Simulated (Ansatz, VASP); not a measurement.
**Pd in VASP and in Ansatz**

File INCAR:

```
ALGO     = Fast           # electronic algorithm
EDIFF    = 1E-6           # SCF threshold, eV
ENCUT    = 520            # plane-wave cutoff, eV
GGA      = PS             # functional
ISIF     = 2              # what is computed and relaxed
ISMEAR   = 0              # smearing method
LASPH    = T              # aspherical terms in the spheres
LCHARG   = T              # write CHGCAR
LELF     = T              # ELF
LREAL    = F              # projectors in reciprocal space
LVHAR    = T            
LWAVE    = F              # write WAVECAR
NBANDS   = 11             # bands
NELM     = 100            # most SCF steps
PREC     = Accurate       # precision mode
SIGMA    = 0.15           # smearing width, eV
```

Contents of KPOINTS:

```
k-points
0
Gamma
  22 22 22
```

The input POSCAR:

```
Pd
1.0
   -1.5722810000      1.5722810000      1.6508950500
    1.5722810000     -1.5722810000      1.6508950500
    1.5722810000      1.5722810000     -1.6508950500
Pd
1
Direct
    0.0000000000      0.0000000000      0.0000000000
```

Input for Ansatz:

```yaml
crystal:
  lattice:
    - [-1.572281, 1.572281, 1.65089505]
    - [1.572281, -1.572281, 1.65089505]
    - [1.572281, 1.572281, -1.65089505]
  atoms:
    - { symbol: Pd, position: [0.0, 0.0, 0.0] }
basis:
  ecutwfc: 420
kpoints:
  mp_grid: { grid: [22, 22, 22] }
hamiltonian:
  xc: pbesol
scf:
  occupations: { method: gaussian, width: 0.15 }
output:
  forces: true
  stress: true
  eigenvalues: true
```

Change from the starting cell: strain +0.000 along x and y, +0.050 along z, atoms carried along.

Alike in both runs: task single point; functional PBEsol; k mesh 22 × 22 × 22; occupations gaussian, width 0.15 eV; no spin polarisation.

|  | VASP | Ansatz |
| --- | --- | --- |
| version | VASP 6.6.1 | Ansatz 0.2.0 |
| potentials or method | VASP PAW PBE potentials, release 64 (Pd), cutoff 520 eV | scalar-relativistic, plane waves, PAW |
| valence electrons in the cell | 10 | 18 |

|  | VASP | Ansatz | Ansatz less VASP |
| --- | --- | --- | --- |
| gap on the k mesh at the Fermi level (eV) | none | none | - |
| pressure (GPa) | -16.0 | -15.9 | +0.15 |
| traceless stress, the component that is largest in VASP (GPa) | 0.87 | 0.88 | +0.006 |

VASP's potentials were made for PBE, not for PBEsol. A gap of «none» marks a metal or a gap that the smearing closes. With one functional, cell and mesh, what is left measures potentials, basis and numerics. VASP's potentials hold 10 valence electrons a cell and Ansatz's 18, so a difference there can come from the potentials and not from the codes.
